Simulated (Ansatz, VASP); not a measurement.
This is a calculation of KTaO3 for Ansatz 0.2.0.

The input input.yaml:

```yaml
crystal:
  lattice:
    - [3.9883, 0.0, 0.0]
    - [0.0, 3.9883, 0.0]
    - [0.0, 0.0, 3.9883]
  atoms:
    - { symbol: Ta, position: [0.0, 0.0, 0.0] }
    - { symbol: K, position: [0.5, 0.5, 0.5] }
    - { symbol: O, position: [0.0, 0.0, 0.5] }
    - { symbol: O, position: [0.0, 0.5, 0.0] }
    - { symbol: O, position: [0.5, 0.0, 0.0] }
hamiltonian:
  xc: pbe
  pseudopotentials: { kind: paw }
  dispersion: d4
kpoints:
  mp_grid: { grid: [7, 7, 7] }
scf:
  occupations: { method: fermi_dirac, width: 0.05 }
output:
  forces: true
  stress: true
relax:
  f_tol: 0.01
  max_steps: 40
  cell: { stress_tol: 0.05 }
```

Potentials or basis: Ansatz PAW.

The run is started by

```sh
$ ansatz run input.yaml --threads 2 --pin off --max-ram 5632MiB --backend cpu --events-out ev --progress --plain --runs-dir out
```

Q: Set up the same calculation for VASP 6.6.1. Potentials there: VASP PAW PBE potentials, release 64 (Ta_pv, K_sv, O).

A: As run (the cutoff follows the program's own potentials):

Contents of INCAR:

```
SYSTEM = KTaO3
  PREC = Accurate
  ENCUT = 600
  EDIFF = 1E-6
  ISMEAR = -1
  SIGMA = 0.05
  LREAL = .False.
  LASPH = .True.
  NELM = 80
  ALGO = Normal
  ISIF = 3
  LWAVE = .False.
  LCHARG = .False.
  GGA = PE
  IVDW = 13
  IBRION = 2
  NSW = 60
  EDIFFG = -0.01
```

File KPOINTS:

```
regular mesh
0
Gamma
  7 7 7
  0 0 0
```

File POSCAR:

```
KTaO3
1.0
    3.9883000000      0.0000000000      0.0000000000
    0.0000000000      3.9883000000      0.0000000000
    0.0000000000      0.0000000000      3.9883000000
Ta K O
1 1 3
Direct
    0.0000000000      0.0000000000      0.0000000000
    0.5000000000      0.5000000000      0.5000000000
    0.0000000000      0.0000000000      0.5000000000
    0.0000000000      0.5000000000      0.0000000000
    0.5000000000      0.0000000000      0.0000000000
```

Potentials or basis: VASP PAW PBE potentials, release 64 (Ta_pv, K_sv, O).

Launch:

```console
$ cat potpaw_PBE.64/Ta_pv/POTCAR potpaw_PBE.64/K_sv/POTCAR potpaw_PBE.64/O/POTCAR > POTCAR
$ mpirun -np 1 vasp_std > vasp.out
```

Both were run:

|  | VASP | Ansatz | Ansatz less VASP |
| --- | --- | --- | --- |
| relaxed volume (Å³/atom) | 12.93 | 12.90 | -0.032 |
| relaxed cell length with the largest relative difference (Å) | 4.014 | 4.010 | -0.0033 |

VASP's potentials hold 38 valence electrons a cell and Ansatz's 40, so a difference there can come from the potentials and not from the codes.

Neither program's run includes spin-orbit coupling. Noted on Ansatz's run: odd divisions of the mesh miss points on the zone boundary, where band edges often lie, so the gap on the mesh can be too wide; the plane-wave basis is chosen anew once the cell has moved, so the energies of steps on either side of that aren't comparable.
